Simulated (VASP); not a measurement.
**CuO: single point with PBEsol**

The system is CuO.

```xyz
4
Lattice="1.9910 -2.1536 0.0000 1.9910 2.1536 0.0000 0.0000 0.0000 5.1559" Properties=species:S:1:pos:R:3 pbc="T T T"
Cu    0.9955   -1.0768    0.0000
Cu    0.9955    1.0768    2.5780
O     1.9910    0.0000    1.2890
O     1.9910    0.0000    3.8669
```

```yaml
Program: VASP 6.6.1
Task: single point
Functional: PBEsol
Potentials_or_basis: VASP PAW PBE potentials, release 64 (Cu_sv_GW, O)
Cutoff: 820 eV
k_mesh: 9 × 9 × 5
Occupations: fermi-dirac, width 0.05 eV
Spin: no spin polarisation
Dipole_correction: no
Further_INCAR_settings: ALGO = Normal; EDIFF = 1e-06; NBANDS = 33
```

```json
{
 "Pressure": "-6.8 GPa",
 "Band gap on the k mesh": "zero (bands 25 and 26 overlap by 0.87 eV)"
}
```

Stress tensor (GPa, compression positive):
```
-5.26  0.00  0.00
 0.00 -6.88  0.00
 0.00  0.00 -8.36
```

Levels at points of the mesh, in eV from the Fermi level:
```csv
k point,band 22,band 23,band 24,band 25,band 26,band 27,band 28,band 29
"(0.00, 0.00, 0.00)",-2.32,-2.25,-1.86,0.61,0.79,1.35,5.96,7.23
```

Run time: 3.1 min on 1 thread of Intel(R) Xeon(R) Platinum 8259CL CPU @ 2.50GHz (Skylake/Cascade Lake) (shared host), peak memory 0.34 GiB.

Caveat: the cell stands under tension; the PAW data sets were made with another functional, which shifts forces and pressure a little; semilocal functionals often make such compounds metallic where correlation or magnetic order opens a gap, which also shifts bond lengths. With open d or f shells a metallic result of PBEsol can be an artefact of self-interaction; +U or a hybrid may open a gap.
